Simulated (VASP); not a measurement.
# Si5O (P-6m2) in VASP: further runs

Si5O is run at these levels: PBE; tasks: single point, relaxation of cell and atoms.

All numbers are computed with VASP 6.6.1; they aren't measurements. Logs are shortened: lines on timing, memory, paths and dates and some standing lists are left out, and cuts for length are marked.

## 1. The cell of the first run

It takes space group P-6m2 (No. 187, hexagonal). Conventional cell: a = 2.665 Å, b = 2.665 Å, c = 12.952 Å, α = 90.00°, β = 90.00°, γ = 120.00°. Si (site symmetry 3m) has 3 O at 2.63 Å and 9 Si at 2.66 Å within 3.5 Å. Si (site symmetry 3m) has 12 Si at 2.66 Å within 3.5 Å. Si (site symmetry -6m2) has 12 Si at 2.66 Å within 3.5 Å. Within 3.5 Å of O (site symmetry -6m2) lie 6 Si at 2.63 Å and 6 O at 2.66 Å.

The cell was built from a structure type or drawn by symmetry, and may not be a known phase.

## 2. Single point, PBE

File INCAR:

```
SYSTEM = Si5O
PREC     = Accurate       ! precision mode
ENCUT    = 520            ! plane-wave cutoff, eV
EDIFF    = 1E-6           ! SCF threshold, eV
ISMEAR   = 0              ! smearing method
SIGMA    = 0.1            ! smearing width, eV
LREAL    = .FALSE.        ! projectors in reciprocal space
LASPH    = .TRUE.         ! aspherical terms in the spheres
NELM     = 60             ! most SCF steps
ALGO     = Normal         ! electronic algorithm
ISIF     = 2              ! what is computed and relaxed
LWAVE    = .FALSE.        ! write WAVECAR
LCHARG   = .TRUE.         ! write CHGCAR
GGA      = PE             ! functional
LELF     = .TRUE.         ! ELF
LVHAR    = .TRUE.       
NBANDS   = 22             ! bands
```

File KPOINTS:

```
regular mesh
0
G
  6 6 2
  0 0 0
```

File POSCAR:

```
Si5O
1.0
    2.6645594000      0.0000000000      0.0000000000
   -1.3322797000      2.3075761300      0.0000000000
    0.0000000000      0.0000000000     12.9517325400
Si O
5 1
Direct
    0.6666666700      0.3333333300      0.8353336500
    0.0000000000      0.0000000000      0.6676422400
    0.6666666700      0.3333333300      0.5000000000
    0.0000000000      0.0000000000      0.3323577600
    0.6666666700      0.3333333300      0.1646663500
    0.0000000000      0.0000000000      0.0000000000
```

Potentials or basis: VASP PAW PBE potentials, release 64 (Si, O).

Run with:

```sh
$ cat potpaw_PBE.64/Si/POTCAR potpaw_PBE.64/O/POTCAR > POTCAR
$ mpirun -np 1 vasp_std > vasp.out
```

OUTCAR:

```text
SYSTEM = Si5O
   PREC = Accurate
   ENCUT = 520
   EDIFF = 1E-6
   ISMEAR = 0
   LREAL = .FALSE.
   LASPH = .TRUE.
   NELM = 60
   ISIF = 2
   GGA = PE

 ion  position               nearest neighbor table
   1  0.667  0.333  0.835-   2 2.66   2 2.66   2 2.66
   2  0.000  0.000  0.668-   3 2.66   3 2.66   3 2.66   1 2.66   1 2.66   1 2.66
   3  0.667  0.333  0.500-   2 2.66   4 2.66   2 2.66   4 2.66   2 2.66   4 2.66
   4  0.000  0.000  0.332-   3 2.66   3 2.66   3 2.66   5 2.66   5 2.66   5 2.66
   5  0.667  0.333  0.165-   4 2.66   4 2.66   4 2.66
   6  0.000  0.000  0.000-

  LATTYP: Found a hexagonal cell.
 ALAT       =     2.6645594000
 C/A-ratio  =     4.8607407814

  Lattice vectors:

 A1 = (   2.6645594000,   0.0000000000,   0.0000000000)
 A2 = (  -1.3322797000,   2.3075761300,   0.0000000000)
 A3 = (   0.0000000000,   0.0000000000,  12.9517325400)

Analysis of symmetry for initial positions (statically):
=====================================================================
 Subroutine PRICEL returns:
 Original cell was already a primitive cell.

 Routine SETGRP: Setting up the symmetry group for a
 hexagonal supercell.

 Subroutine GETGRP returns: Found 12 space group operations
 (whereof 12 operations were pure point group operations)
 out of a pool of 24 trial point group operations.

The static configuration has the point symmetry D_3h.

Analysis of symmetry for dynamics (positions and initial velocities):
=====================================================================
 Subroutine PRICEL returns:
 Original cell was already a primitive cell.

 Routine SETGRP: Setting up the symmetry group for a
 hexagonal supercell.

 Subroutine GETGRP returns: Found 12 space group operations
 (whereof 12 operations were pure point group operations)
 out of a pool of 24 trial point group operations.

The dynamic configuration has the point symmetry D_3h.

 Subroutine INISYM returns: Found 12 space group operations
 (whereof 12 operations are pure point group operations),
 and found     1 'primitive' translations

----------------------------------------------------------------------------------------

                                     Primitive cell

  volume of cell :      79.6360

  direct lattice vectors                    reciprocal lattice vectors
     2.664559400  0.000000000  0.000000000     0.375296569  0.216677575  0.000000000
    -1.332279700  2.307576130  0.000000000     0.000000000  0.433355150  0.000000000
     0.000000000  0.000000000 12.951732540     0.000000000  0.000000000  0.077209748

  length of vectors
     2.664559400  2.664559400 12.951732540     0.433355150  0.433355150  0.077209748

  position of ions in fractional coordinates (direct lattice)
     0.666666670  0.333333330  0.835333650
     0.000000000  0.000000000  0.667642240
     0.666666670  0.333333330  0.500000000
     0.000000000  0.000000000  0.332357760
     0.666666670  0.333333330  0.164666350
     0.000000000  0.000000000  0.000000000

  ion indices of the primitive-cell ions
   primitive index   ion index
                 1           1
                 2           2
                 3           3
                 4           4
                 5           5
                 6           6

----------------------------------------------------------------------------------------

 KPOINTS: regular mesh

Automatic generation of k-mesh.
 Grid dimensions read from file:
 generate k-points for:    6    6    2

 Generating k-lattice:

  Cartesian coordinates                     Fractional coordinates (reciprocal lattice)
     0.062549428  0.036112929  0.000000000     0.166666667  0.000000000  0.000000000
     0.000000000  0.072225858  0.000000000     0.000000000  0.166666667  0.000000000
     0.000000000  0.000000000  0.038604874     0.000000000  0.000000000  0.500000000

  Length of vectors
     0.072225858  0.072225858  0.038604874

  Shift w.r.t. Gamma in fractional coordinates (k-lattice)
     0.000000000  0.000000000  0.000000000

 Subroutine IBZKPT returns following result:
 ===========================================

 Found     14 irreducible k-points:

 Following reciprocal coordinates:
            Coordinates               Weight
  0.000000  0.000000  0.000000      1.000000
  0.166667  0.000000  0.000000      6.000000
  0.333333  0.000000  0.000000      6.000000
  0.500000  0.000000  0.000000      3.000000
  0.166667  0.166667  0.000000      6.000000
  0.333333  0.166667  0.000000     12.000000
  0.333333  0.333333  0.000000      2.000000
  0.000000  0.000000  0.500000      1.000000
  0.166667  0.000000  0.500000      6.000000
  0.333333  0.000000  0.500000      6.000000
  0.500000  0.000000  0.500000      3.000000
  0.166667  0.166667  0.500000      6.000000
  0.333333  0.166667  0.500000     12.000000
  0.333333  0.333333  0.500000      2.000000
   k-points           NKPTS =     14   k-points in BZ     NKDIM =     14   number of bands    NBANDS=     22
   number of dos      NEDOS =    301   number of ions     NIONS =      6
   total plane-waves  NPLWV =  38400
   dimension x,y,z NGX =    20 NGY =   20 NGZ =   96
   dimension x,y,z NGXF=    40 NGYF=   40 NGZF=  192
   ions per type =               5   1
   NGX,Y,Z   is equivalent  to a cutoff of  12.48, 12.48, 12.32 a.u.
   NGXF,Y,Z  is equivalent  to a cutoff of  24.96, 24.96, 24.64 a.u.
 SYSTEM =  Si5O
   PREC   = accura    normal or accurate (medium, high low for compatibility)
   ISTART =      0    job   : 0-new  1-cont  2-samecut
   ICHARG =      2    charge: 1-file 2-atom 10-const
   ISPIN  =      1    spin polarized calculation?
   LNONCOLLINEAR =      F non collinear calculations
   LSORBIT =      F    spin-orbit coupling
   LASPH  =      T    aspherical Exc in radial PAW
   ENCUT  =  520.0 eV  38.22 Ry    6.18 a.u.   4.95  4.95 24.08*2*pi/ulx,y,z
   NELM   =     60;   NELMIN=  2; NELMDL= -5     # of ELM steps
   EDIFF  = 0.1E-05   stopping-criterion for ELM
   LREAL  =      F    real-space projection
   EDIFFG = 0.1E-04   stopping-criterion for IOM
   NSW    =      0    number of steps for IOM
   IBRION =     -1    ionic relax: 0-MD 1-quasi-New 2-CG
   NFREE  =      0    steps in history (QN), initial steepest desc. (CG)
   ISIF   =      2    stress and relaxation
   ISYM   =      2    0-nonsym 1-usesym 2-fastsym
   POTIM  = 0.5000    time-step for ionic-motion
   TEBEG  =    0.0;   TEEND  =   0.0 temperature during run
   PSTRESS=    0.0 pullay stress
   NELECT =      26.0000    total number of electrons
   NUPDOWN=      -1.0000    fix difference up-down
   EMIN   =  10.00;   EMAX   =-10.00  energy-range for DOS
   EFERMI =   0.00;   METHOD = LEGACY
   ISMEAR =     0;   SIGMA  =   0.10  broadening in eV -4-tet -1-fermi 0-gaus
   EFERMI_NEDOS =   21; number of points for ismear=-14 and -15
   IALGO  =     38    algorithm
   IMIX   =      4    mixing-type and parameters
     AMIX     =   0.40;   BMIX     =  1.00
     AMIX_MAG =   1.60;   BMIX_MAG =  1.00
  volume/ion in A,a.u.               =      13.27        89.57
  Fermi-wavevector in a.u.,A,eV,Ry     =   1.127274  2.130239 17.289560  1.270747
  Thomas-Fermi vector in A             =   2.263959
   LORBIT       =      0    0 simple, 1 ext, 2 COOP (PROOUT), +10 PAW based schemes
   GGA     = PE    functional components
   LHFCALC =     F    Hartree Fock is set to
   AEXX    =    0.0000 exact exchange contribution
   IVDW    =     0    specifies the selected vdW correction
   LEPSILON=     F    determine dielectric tensor
   LRPA    =     F    only Hartree local field effects (RPA)
 non-spin polarized calculation
 Gauss-broadening in eV      SIGMA  =   0.10
  energy-cutoff  :      520.00
  volume of cell :       79.64
 maximum number of plane-waves:      2190
 NGX is ok and might be reduce to    20
   NGX =  9   NGY =  9   NGZ = 49

 number of electron      25.9999998 magnetization

 Free energy of the ion-electron system (eV)
  ---------------------------------------------------
  ext. energy  EPLUGINS =         0.00000000
  ---------------------------------------------------
  free energy    TOTEN  =       -28.29208196 eV

  energy without entropy =      -28.27193293  energy(sigma->0) =      -28.28200745

 E-fermi :   9.3515     XC(G=0): -11.2373

 val. band max:        9.3357197538   @ k =   0.1667   0.1667   0.5000
 cond. band min:       9.3626904958   @ k =   0.3333   0.1667   0.5000
 fundamental gap:      0.0269707419
 Fermi energy:         9.3515269759

 k-point     1 :       0.0000    0.0000    0.0000
  band No.  band energies     occupation
      1      -8.2553      2.00000
      2      -5.6984      2.00000
      3      -4.9319      2.00000
      4      -3.4298      2.00000
      5      -1.9318      2.00000
      6       0.7179      2.00000
[... 14 lines left out ...]
     21      19.8071      0.00000
     22      19.8101      0.00000

 k-point     2 :       0.1667    0.0000    0.0000
  band No.  band energies     occupation
      1      -7.9357      2.00000
      2      -4.9476      2.00000
      3      -4.1789      2.00000
      4      -2.7040      2.00000
      5      -1.1916      2.00000
      6       1.4196      2.00000
[... 14 lines left out ...]
     21      17.6442      0.00000
     22      17.9993      0.00000

 k-point     3 :       0.3333    0.0000    0.0000
  band No.  band energies     occupation
      1      -7.2194      2.00000
      2      -2.7096      2.00000
      3      -1.9393      2.00000
      4      -0.5428      2.00000
      5       0.9999      2.00000
      6       3.4023      2.00000
[... 14 lines left out ...]
     21      15.4053      0.00000
     22      15.6089      0.00000
[... 226 lines left out ...]
 k-point    13 :       0.3333    0.1667    0.5000
  band No.  band energies     occupation
      1      -6.8233      2.00000
      2      -0.5119      2.00000
      3       0.3151      2.00000
      4       1.4773      2.00000
      5       3.2910      2.00000
      6       3.8544      2.00000
[... 14 lines left out ...]
     21      13.2523      0.00000
     22      13.9902      0.00000

 k-point    14 :       0.3333    0.3333    0.5000
  band No.  band energies     occupation
      1      -6.6212      2.00000
      2       2.8749      2.00000
      3       2.8879      2.00000
      4       3.5040      2.00000
      5       3.7505      2.00000
      6       3.8603      2.00000
[... 14 lines left out ...]
     21      11.9126      0.00000
     22      13.7531      0.00000

------------------------ aborting loop because EDIFF is reached ----------------------------------------

  FORCE on cell =-STRESS in cart. coord.  units (eV):
  Direction    XX          YY          ZZ          XY          YZ          ZX
  --------------------------------------------------------------------------------------
  -------------------------------------------------------------------------------------
  Total        1.7853460      1.7853460     -6.6401608      0.0000000      0.0000000      0.0000000
  in kB       35.9189535     35.9189535   -133.5918196      0.0000000      0.0000000      0.0000000
  external PRESSURE =     -20.5846375 kB  Pullay stress =       0.0000000 kB

 VOLUME and BASIS-vectors are now :
 -----------------------------------------------------------------------------
  energy-cutoff  :      520.00
  volume of cell :       79.64
      direct lattice vectors                 reciprocal lattice vectors
     2.664559400  0.000000000  0.000000000     0.375296569  0.216677575  0.000000000
    -1.332279700  2.307576130  0.000000000     0.000000000  0.433355150  0.000000000
     0.000000000  0.000000000 12.951732540     0.000000000  0.000000000  0.077209748

 POSITION                                       TOTAL-FORCE (eV/Angst)
 -----------------------------------------------------------------------------------
      1.33228      0.76919     10.81902        -0.000000      0.000000      2.310629
      0.00000      0.00000      8.64712        -0.000000     -0.000000     -0.223751
      1.33228      0.76919      6.47587         0.000000     -0.000000      0.000000
      0.00000      0.00000      4.30461        -0.000000     -0.000000      0.223751
      1.33228      0.76919      2.13271        -0.000000      0.000000     -2.310629
      0.00000      0.00000      0.00000        -0.000000      0.000000      0.000000
 -----------------------------------------------------------------------------------
    total drift:                               -0.000001      0.000001     -0.000000

  FREE ENERGIE OF THE ION-ELECTRON SYSTEM (eV)
  ---------------------------------------------------
  free  energy   TOTEN  =       -28.2920819643 eV

  energy  without entropy=      -28.2719329291  energy(sigma->0) =      -28.28200745
```

Wall time 15 s (1 thread of Intel Xeon 6975P-C (Granite Rapids), shared host); peak memory 0.18 GiB.

What came out:

* Free energy: -28.2921 eV
* Pressure: -2.1 GPa
* Largest force: 2.311 eV/Å
* Band gap on the k mesh: zero (bands 13 and 14 overlap by 8.07 eV)

Forces in eV/Å, atoms in the order of the input:
```
Si   0.000  0.000  2.311
Si   0.000  0.000 -0.224
Si   0.000  0.000  0.000
Si   0.000  0.000  0.224
Si   0.000  0.000 -2.311
O    0.000  0.000  0.000
```

Caveat: the k points lie up to 0.45 Å⁻¹ apart, too coarse for converged energies and pressures of a metal; forces of over 1 eV/Å act on the atoms, so gaps and moduli don't describe the material at rest.

## 3. Single point, PBE, collinear spin, ferromagnetic start

This run uses another cell than the first one, of 13.06 Å³/atom.

File INCAR:

```
  ALGO = Normal
  EDIFF = 1E-6
  ENCUT = 520
  GGA = PE
  ISIF = 2
  ISMEAR = 0
  ISPIN = 2
  LASPH = T
  LCHARG = F
  LORBIT = 11
  LREAL = F
  LWAVE = F
  MAGMOM = 0 0 0 0 0 1
  NBANDS = 26
  NELM = 150
  PREC = Accurate
  SIGMA = 0.1
```

File KPOINTS:

```
k-points
0
Gamma
  6 6 2
```

File POSCAR:

```
Si5O
1.0
    2.7810434760      0.0000000000      0.0000000000
   -1.3905217380      2.4084542992      0.0000000000
    0.0000000000      0.0000000000     11.6973227669
Si O
5 1
Direct
    0.6666666667      0.3333333333      0.8673575129
    0.0000000000      0.0000000000      0.6767303185
    0.6666666667      0.3333333333      0.5000000000
    0.0000000000      0.0000000000      0.3232696815
    0.6666666667      0.3333333333      0.1326424871
    0.0000000000      0.0000000000      0.0000000000
```

Potentials or basis: VASP PAW PBE potentials, release 64 (Si, O).

Run with:

```sh
$ cat potpaw_PBE.64/Si/POTCAR potpaw_PBE.64/O/POTCAR > POTCAR
$ mpirun -np 1 vasp_std > vasp.out
```

Wall time 36 s (1 thread of Intel Xeon 6975P-C (Granite Rapids), shared host); peak memory 0.26 GiB.

It converged, with:

```yaml
Free_energy: -30.8322 eV
Pressure: 0.1 GPa
Largest_force: 0.016 eV/Å
Band_gap_on_the_k_mesh: zero (filled and empty bands overlap)
Net_moment: 0.00 μB per cell
Valence_electrons_inside_the_program's_atomic_spheres: Si 1.47, 1.55, 1.57 (each value once); O 4.94
```

Forces in eV/Å, atoms in the order of the input:
```
Si   0.000  0.000 -0.016
Si   0.000  0.000 -0.015
Si   0.000  0.000  0.000
Si   0.000  0.000  0.015
Si   0.000  0.000  0.016
O    0.000  0.000  0.000
```

Levels at points of the mesh, in eV from the Fermi level:
Spin up:
| k point | band 11 | band 12 | band 13 | band 14 | band 15 | band 16 |
| --- | --- | --- | --- | --- | --- | --- |
| (0.00, 0.00, 0.00) | -0.79 | 4.52 | 4.75 | 7.33 | 7.33 | 8.17 |
| (0.50, 0.00, 0.00) | -4.35 | -2.36 | -1.21 | -0.34 | 1.08 | 2.70 |
| (0.00, 0.00, 0.50) | 1.83 | 1.92 | 7.32 | 7.32 | 7.49 | 7.61 |
| (0.50, 0.00, 0.50) | -3.95 | -2.72 | -1.92 | 0.51 | 1.13 | 2.66 |
Spin down:
| k point | band 11 | band 12 | band 13 | band 14 | band 15 | band 16 |
| --- | --- | --- | --- | --- | --- | --- |
| (0.00, 0.00, 0.00) | -0.79 | 4.52 | 4.75 | 7.33 | 7.33 | 8.17 |
| (0.50, 0.00, 0.00) | -4.35 | -2.36 | -1.21 | -0.34 | 1.08 | 2.70 |
| (0.00, 0.00, 0.50) | 1.83 | 1.92 | 7.32 | 7.32 | 7.49 | 7.61 |
| (0.50, 0.00, 0.50) | -3.95 | -2.72 | -1.92 | 0.51 | 1.13 | 2.66 |

Caveat: the k points lie up to 0.43 Å⁻¹ apart, too coarse for converged energies and pressures of a metal.

## 4. Single point, PBE, collinear spin, ferromagnetic start

File INCAR:

```
SYSTEM = Si5O
ALGO = Normal
EDIFF = 1E-7
ENCUT = 520
GGA = PE
ISIF = 2
ISMEAR = 0
ISPIN = 2
LASPH = .True.
LCHARG = .True.
LELF = .True.
LORBIT = 11
LREAL = .False.
LVHAR = .True.
LWAVE = .False.
MAGMOM = 0 0 0 0 0 1
NBANDS = 26
NELM = 150
PREC = Accurate
SIGMA = 0.1
```

File KPOINTS:

```
k-points
0
Gamma
  6 6 2
  0 0 0
```

File POSCAR:

```
Si5O
1.0
    2.6645594000      0.0000000000      0.0000000000
   -1.3322797000      2.3075761300      0.0000000000
    0.0000000000      0.0000000000     12.9517325400
Si O
5 1
Direct
    0.6666666700      0.3333333300      0.8353336500
    0.0000000000      0.0000000000      0.6676422400
    0.6666666700      0.3333333300      0.5000000000
    0.0000000000      0.0000000000      0.3323577600
    0.6666666700      0.3333333300      0.1646663500
    0.0000000000      0.0000000000      0.0000000000
```

Run with:

```sh
$ cat potpaw_PBE.64/Si/POTCAR potpaw_PBE.64/O/POTCAR > POTCAR
$ mpirun -np 1 vasp_std > vasp.out
```

It took 48 s on 1 thread of Intel Xeon 6975P-C (Granite Rapids), shared host; peak memory 0.22 GiB.

The run converged. Its results:

| Item | Value |
| --- | --- |
| Free energy | -28.2885 eV |
| Pressure | -2.0 GPa |
| Largest force | 2.348 eV/Å |
| Net moment | 0.22 μB per cell |
| Site moments | Si +0.00, +0.01 (each value once); O +0.14 μB |
| Valence electrons inside the program's atomic spheres | Si 1.49, 1.57, 1.56 (each value once); O 4.72 |

Forces in eV/Å, atoms in the order of the input:
```
Si   0.000  0.000  2.348
Si   0.000  0.000 -0.224
Si   0.000  0.000  0.000
Si   0.000  0.000  0.224
Si   0.000  0.000 -2.348
O    0.000  0.000  0.000
```

Stress tensor (GPa, compression positive):
```
  3.97   0.00   0.00
  0.00   3.97   0.00
  0.00   0.00 -13.91
```

Levels at points of the mesh, in eV from the Fermi level:
Spin up:
```tsv
k point	band 11	band 12	band 13	band 14	band 15	band 16
(0.00, 0.00, 0.00)	0.23	2.57	4.44	8.79	8.79	9.11
(0.50, 0.00, 0.00)	-2.29	-2.14	-1.48	-0.57	0.46	1.71
(0.00, 0.00, 0.50)	0.23	0.86	5.71	7.95	8.79	8.79
(0.50, 0.00, 0.50)	-3.07	-2.52	-0.57	-0.51	0.35	1.49
```
Spin down:
| k point | band 11 | band 12 | band 13 | band 14 | band 15 | band 16 |
| --- | --- | --- | --- | --- | --- | --- |
| (0.00, 0.00, 0.00) | 0.58 | 2.63 | 4.45 | 8.81 | 8.81 | 9.13 |
| (0.50, 0.00, 0.00) | -2.20 | -2.12 | -1.39 | -0.25 | 0.48 | 1.76 |
| (0.00, 0.00, 0.50) | 0.58 | 0.87 | 5.75 | 7.97 | 8.80 | 8.80 |
| (0.50, 0.00, 0.50) | -2.93 | -2.52 | -0.43 | -0.25 | 0.38 | 1.54 |

Caveat: the k points lie up to 0.45 Å⁻¹ apart; forces of over 1 eV/Å act on the atoms, so gaps and moduli don't describe the material at rest.

(Continued in part 2 of 2.)
